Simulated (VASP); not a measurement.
# HfH2 (I4/mmm) in VASP: a series of runs, part 2 of 2

VASP 6.6.1.

## Step 4: Single point, r2SCAN (8.10 Å³/atom)

This run uses another cell than the first one, of 8.10 Å³/atom.

POSCAR reads:

```
HfH2
1.0
   -1.7059410016      1.7059410016      2.0877710113
    1.7059410016     -1.7059410016      2.0877710113
    1.7059410016      1.7059410016     -2.0877710113
Hf H
1 2
Direct
    0.0000000000      0.0000000000      0.0000000000
    0.7500000000      0.2500000000      0.5000000000
    0.2500000000      0.7500000000      0.5000000000
```

INCAR.step1 reads:

```
SYSTEM = HfH2
PREC = Accurate
ENCUT = 520
ISMEAR = 0
SIGMA = 0.1
LREAL = .FALSE.
LASPH = .TRUE.
NELM = 80
NBANDS = 13
GGA = PE
ALGO = Normal
EDIFF = 1E-4
LWAVE = .TRUE.
LCHARG = .FALSE.
```

INCAR.step2 reads:

```
SYSTEM = HfH2
PREC = Accurate
ENCUT = 520
EDIFF = 1E-6
ISMEAR = 0
SIGMA = 0.1
LREAL = .FALSE.
LASPH = .TRUE.
NELM = 80
ALGO = Normal
ISIF = 2
LWAVE = .FALSE.
LCHARG = .FALSE.
METAGGA = R2SCAN
LMIXTAU = .TRUE.
NBANDS = 13
ISTART = 1
```

KPOINTS reads:

```
regular mesh
0
G
  16 16 16
  0 0 0
```

Potentials or basis: VASP PAW PBE potentials, release 64 (Hf_pv, H).

Launch:

```
$ cat potpaw_PBE.64/Hf_pv/POTCAR potpaw_PBE.64/H/POTCAR > POTCAR
$ cp INCAR.step1 INCAR
$ mpirun -np 1 vasp_std > vasp.out
$ cp INCAR.step2 INCAR
$ mpirun -np 1 vasp_std > vasp.out
```

OUTCAR:

```text
SYSTEM = HfH2
   PREC = Accurate
   ENCUT = 520
   EDIFF = 1E-6
   ISMEAR = 0
   LREAL = .FALSE.
   LASPH = .TRUE.
   NELM = 80
   ISIF = 2
   METAGGA = R2SCAN
   ISTART = 1

 ion  position               nearest neighbor table
   1  0.000  0.000  0.000-   2 2.00   3 2.00   2 2.00   3 2.00   2 2.00   3 2.00   2 2.00   3 2.00

   2  0.750  0.250  0.500-   1 2.00   1 2.00   1 2.00   1 2.00
   3  0.250  0.750  0.500-   1 2.00   1 2.00   1 2.00   1 2.00

  LATTYP: Found a body centered tetragonal cell.
 ALAT       =     3.4118820032
 C/A-ratio  =     1.2238236899

  Lattice vectors:

 A1 = (  -1.7059410016,   1.7059410016,   2.0877710113)
 A2 = (   1.7059410016,  -1.7059410016,   2.0877710113)
 A3 = (   1.7059410016,   1.7059410016,  -2.0877710113)

Analysis of symmetry for initial positions (statically):
=====================================================================
 Subroutine PRICEL returns:
 Original cell was already a primitive cell.

 Routine SETGRP: Setting up the symmetry group for a
 body centered tetragonal supercell.

 Subroutine GETGRP returns: Found 16 space group operations
 (whereof 16 operations were pure point group operations)
 out of a pool of 16 trial point group operations.

The static configuration has the point symmetry D_4h.

Analysis of symmetry for dynamics (positions and initial velocities):
=====================================================================
 Subroutine PRICEL returns:
 Original cell was already a primitive cell.

 Routine SETGRP: Setting up the symmetry group for a
 body centered tetragonal supercell.

 Subroutine GETGRP returns: Found 16 space group operations
 (whereof 16 operations were pure point group operations)
 out of a pool of 16 trial point group operations.

The dynamic configuration has the point symmetry D_4h.

 Subroutine INISYM returns: Found 16 space group operations
 (whereof 16 operations are pure point group operations),
 and found     1 'primitive' translations

[... 125 lines left out ...]
   LEPSILON=     F    determine dielectric tensor
   LRPA    =     F    only Hartree local field effects (RPA)
 non-spin polarized calculation
 Gauss-broadening in eV      SIGMA  =   0.10
  energy-cutoff  :      520.00
  volume of cell :       24.30
 maximum number of plane-waves:       669
   NGX = 11   NGY = 11   NGZ = 11

 number of electron      12.0000004 magnetization

 Free energy of the ion-electron system (eV)
  ---------------------------------------------------
  ext. energy  EPLUGINS =         0.00000000
  ---------------------------------------------------
  free energy    TOTEN  =       -53.64863551 eV

  energy without entropy =      -53.64620970  energy(sigma->0) =      -53.64742261

 E-fermi :   6.0199     XC(G=0): -12.6197

 val. band max:        6.0146635338   @ k =  -0.1250   0.1250   0.0000
 cond. band min:       6.0253621076   @ k =  -0.1875  -0.1875   0.1250
 fundamental gap:      0.0106985738
 Fermi energy:         6.0198934995

 k-point     1 :       0.0000    0.0000    0.0000
  band No.  band energies     occupation
      1     -26.0144      2.00000
      2     -26.0144      2.00000
      3     -25.9506      2.00000
      4      -6.4241      2.00000
      5       4.3050      2.00000
      6       5.4873      2.00000
      7       5.4873      2.00000
      8       6.6989      0.00000
      9       7.9502      0.00000
     10       9.6967      0.00000
     11      17.5464      0.00000
     12      18.5356      0.00000
     13      18.6217      0.00000
[... 354 lines left out ...]
  band No.  band energies     occupation
      1     -26.0466      2.00000
      2     -26.0188      2.00000
      3     -25.9615      2.00000
      4      -6.2727      2.00000
      5       3.3396      2.00000
      6       5.6199      2.00000
      7       6.6177      0.00000
      8       6.7610      0.00000
      9       7.7938      0.00000
     10       9.5481      0.00000
     11      17.5460      0.00000
     12      17.5792      0.00000
     13      18.7807      0.00000

 [... further k-points ...]

------------------------ aborting loop because EDIFF is reached ----------------------------------------

  FORCE on cell =-STRESS in cart. coord.  units (eV):
  Direction    XX          YY          ZZ          XY          YZ          ZX
  --------------------------------------------------------------------------------------
  -------------------------------------------------------------------------------------
  Total        1.4206589      1.4206589      1.4749940      0.0000000     -0.0000000      0.0000000
  in kB       93.6546877     93.6546877     97.2366455      0.0000000     -0.0000000      0.0000000
  external PRESSURE =      94.8486736 kB  Pullay stress =       0.0000000 kB

 VOLUME and BASIS-vectors are now :
 -----------------------------------------------------------------------------
  energy-cutoff  :      520.00
  volume of cell :       24.30
      direct lattice vectors                 reciprocal lattice vectors
    -1.705941002  1.705941002  2.087771011     0.000000000  0.293093372  0.239489866
     1.705941002 -1.705941002  2.087771011     0.293093372  0.000000000  0.239489866
     1.705941002  1.705941002 -2.087771011     0.293093372  0.293093372  0.000000000

 POSITION                                       TOTAL-FORCE (eV/Angst)
 -----------------------------------------------------------------------------------
      0.00000      0.00000      0.00000        -0.000000      0.000000      0.000000
      0.00000      1.70594      1.04389         0.000000     -0.000000      0.000000
      1.70594      0.00000      1.04389        -0.000000      0.000000     -0.000000
 -----------------------------------------------------------------------------------
    total drift:                                0.000000      0.000000      0.000000

  FREE ENERGIE OF THE ION-ELECTRON SYSTEM (eV)
  ---------------------------------------------------
  free  energy   TOTEN  =       -53.6486355100 eV

  energy  without entropy=      -53.6462097023  energy(sigma->0) =      -53.64742261
```

OUTCAR.step1:

```text
SYSTEM = HfH2
   PREC = Accurate
   ENCUT = 520
   ISMEAR = 0
   LREAL = .FALSE.
   LASPH = .TRUE.
   NELM = 80
[... 609 lines left out ...]
      0.00000      0.00000      0.00000        -0.000000      0.000000     -0.000000
      0.00000      1.70594      1.04389        -0.000000      0.000000      0.000000
      1.70594      0.00000      1.04389         0.000000     -0.000000      0.000000
 -----------------------------------------------------------------------------------
    total drift:                               -0.000000      0.000000      0.000000

  FREE ENERGIE OF THE ION-ELECTRON SYSTEM (eV)
  ---------------------------------------------------
  free  energy   TOTEN  =       -18.0774256400 eV

  energy  without entropy=      -18.0748635999  energy(sigma->0) =      -18.07614462
```

OSZICAR.step1:

```text
N       E                     dE             d eps       ncg     rms          rms(c)
DAV:   1     0.167040984320E+02    0.16704E+02   -0.64504E+03  9122   0.867E+02
DAV:   2    -0.184186895806E+02   -0.35123E+02   -0.33852E+02 11165   0.184E+02
DAV:   3    -0.192417530366E+02   -0.82306E+00   -0.82039E+00 11211   0.199E+01
DAV:   4    -0.192447138214E+02   -0.29608E-02   -0.29605E-02 10362   0.147E+00
DAV:   5    -0.192447295115E+02   -0.15690E-04   -0.15690E-04 11300   0.920E-02    0.525E+01
DAV:   6    -0.183053573739E+02    0.93937E+00   -0.58445E-01  9969   0.620E+00    0.331E+01
DAV:   7    -0.181175034018E+02    0.18785E+00   -0.86338E-01 10244   0.723E+00    0.532E+00
DAV:   8    -0.180798522296E+02    0.37651E-01   -0.15634E-01  9654   0.328E+00    0.242E+00
DAV:   9    -0.180774600730E+02    0.23922E-02   -0.92976E-03 10774   0.801E-01    0.537E-01
DAV:  10    -0.180774341179E+02    0.25955E-04   -0.11200E-03 10994   0.251E-01    0.302E-01
DAV:  11    -0.180774256400E+02    0.84779E-05   -0.51921E-05  6391   0.637E-02
   1 F= -.18077426E+02 E0= -.18076145E+02  d E =-.256204E-02
```

Run time: 7.5 min. Hardware: 1 thread of Oxide Virtual Turin-like, shared host; peak memory 0.2 GiB.

Results:

```
Free energy            : -53.6486 eV
Pressure               : 9.5 GPa
Band gap on the k mesh : zero (bands 6 and 7 overlap by 1.33 eV)
```

Caveat: the cell stands under pressure; the PAW data sets were made with another functional, which shifts forces and pressure a little; spin-orbit coupling is left out, which moves the levels of the heavy elements.

## Step 5: Overview

| cell | gap on the mesh (eV) | pressure (GPa) |
| --- | --- | --- |
| a = 3.116 Å, angles 114.7, 114.7, 99.4°, 3 atoms | none | 23.5 |
| a = 3.154 Å, angles 115.1, 115.1, 98.8°, 3 atoms | none | 16.0 |
| a = 3.190 Å, angles 115.4, 115.4, 98.3°, 3 atoms | none | 9.5 |

Alike in all rows: task single point; level r2SCAN; potentials or basis VASP PAW PBE potentials, release 64 (Hf_pv, H); no spin polarisation; k mesh 16 × 16 × 16; cutoff (eV) 520; smearing gaussian 0.1 eV.

Caveats: the cell stands under pressure; the PAW data sets were made with another functional, which shifts forces and pressure a little; spin-orbit coupling is left out, which moves the levels of the heavy elements.

Absolute energies hang on the potentials; compare differences alone.
